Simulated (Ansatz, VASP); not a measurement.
## One calculation of HfB, two programs

```xyz
4
Lattice="3.5507 0.0000 0.0000 -1.7754 3.0750 0.0000 0.0000 0.0000 5.1707" Properties=species:S:1:pos:R:3 pbc="T T T"
Hf    0.0000    0.0000    0.0000
Hf    0.0000    2.0500    2.5853
B     1.7754    1.0250    1.2927
B     1.7754    1.0250    3.8780
```

Alike in both runs: functional PBE; k mesh 12 × 12 × 6; occupations gaussian, width 0.1 eV; no spin polarisation.

Ansatz relaxed the structure, and its values are those at the end. VASP's run is a single point on that final structure, the one shown.

|  | VASP | Ansatz |
| --- | --- | --- |
| version | VASP 6.6.1 | Ansatz 0.2.0 |
| potentials or method | VASP PAW PBE potentials, release 64 (Hf_pv, B), cutoff 520 eV | scalar-relativistic, plane waves, PAW |
| valence electrons in the cell | 26 | 58 |

```tsv
	VASP	Ansatz	Ansatz less VASP
gap on the k mesh at the Fermi level (eV)	none	none	-
pressure (GPa)	0.0	0.0	+0.04
```

A gap of «none» marks a metal or a gap that the smearing closes. The functional is the same, so the differences come from potentials, cutoffs and numerics. VASP's potentials hold 26 valence electrons a cell and Ansatz's 58, so a difference there can come from the potentials and not from the codes.

Spin-orbit coupling is off throughout.
